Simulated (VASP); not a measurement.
Runs of VASP 6.6.1 on BeTe. The structure is cubic, space group Fm-3m (No. 225). The conventional cell has a = 5.366 Å, b = 5.366 Å, c = 5.366 Å, α = 90.00°, β = 90.00°, γ = 90.00°. Be (site symmetry m-3m) has 6 Te at 2.68 Å within 3.5 Å. Te (site symmetry m-3m) has 6 Be at 2.68 Å within 3.5 Å. 

```tsv
level	spin	k mesh	cutoff (eV)	smearing	grid for exact exchange (PRECFOCK)	share of exact exchange	screening parameter	gap on the mesh (eV)	pressure (GPa)
PBE-based global hybrid	off	4 × 4 × 4	520	fermi-dirac 0.02 eV	Normal	1	-	(a)	-6.4
PBE-based screened hybrid	off	4 × 4 × 4	520	fermi-dirac 0.02 eV	Normal	0.1	0.5 1/Å	none	0.8
PBE	collinear, zero start	6 × 6 × 6	600	fermi-dirac 0.02 eV	-	-	-	none	-0.2
PBE	off	6 × 6 × 6	600	methfessel-paxton 0.2 eV	-	-	-	none	-0.3
PBE	off	6 × 6 × 6, shifted	600	fermi-dirac 0.02 eV	-	-	-	none	-0.2
```

Alike in all rows: task single point; potentials or basis VASP PAW PBE potentials, release 64 (Be, Te); cell as given.

Problem. Fill in the values left out.

Solution. (a) 4.40.

Caveats: some runs use coarse meshes; spin-orbit coupling is left out, which moves the levels of the heavy elements; the PAW data sets were made with another functional, which shifts forces and pressure a little (some runs).

A k mesh can miss the band edges, and the runs leave out spin-orbit coupling on Te.

A gap of «none» marks levels without a gap at the run's occupations.
